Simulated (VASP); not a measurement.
Here is a VASP 6.6.1 calculation.

Contents of POSCAR:

```
RbBr
1.0
    4.1279266522      0.0336426022      0.0000000000
    0.0336426022      4.1279266522      0.0000000000
    0.0000000000      0.0000000000      4.1279266522
Rb Br
1 1
Direct
    0.0000000000      0.0000000000      0.0000000000
    0.5000000000      0.5000000000      0.5000000000
```

Contents of INCAR.step1:

```
SYSTEM = RbBr
PREC = Accurate
ENCUT = 520
EDIFF = 1E-5
ISMEAR = 0
SIGMA = 0.01
LREAL = .False.
LASPH = .True.
NELM = 60
ALGO = Normal
ISIF = 2
LWAVE = .True.
LCHARG = .False.
GGA = PE
NBANDS = 15
```

Contents of INCAR.step2:

```
SYSTEM = RbBr
PREC = Accurate
ENCUT = 520
EDIFF = 1E-6
ISMEAR = 0
SIGMA = 0.01
LREAL = .False.
LASPH = .True.
NELM = 60
ALGO = Normal
ISIF = 2
LWAVE = .False.
LCHARG = .False.
GGA = PE
LHFCALC = .True.
HFSCREEN = 0.2079
PRECFOCK = Normal
ISTART = 1
NBANDS = 15
```

File KPOINTS:

```
Automatic mesh
0
Gamma
  4 4 4
  0 0 0
```

Potentials or basis: VASP PAW PBE potentials, release 64 (Rb_sv, Br).

Command:

```bash
$ cat potpaw_PBE.64/Rb_sv/POTCAR potpaw_PBE.64/Br/POTCAR > POTCAR
$ cp INCAR.step1 INCAR
$ mpirun -np 1 vasp_std > vasp.out
$ cp INCAR.step2 INCAR
$ mpirun -np 1 vasp_std > vasp.out
```

Problem. Predict the pressure.

Solution. 0.4 GPa.

Problem. What does it give for the band gap on the k mesh?

Solution. 5.26 eV (least direct gap 5.42 eV).

Stress tensor (GPa, compression positive):
```
 0.45 -0.10  0.00
-0.10  0.45  0.00
 0.00  0.00  0.45
```

Caveat: the cell differs from its parent crystal (shear xy strain +1.6%); the PAW data sets were made with another functional, which shifts forces and pressure a little. A k mesh can miss the band edges.
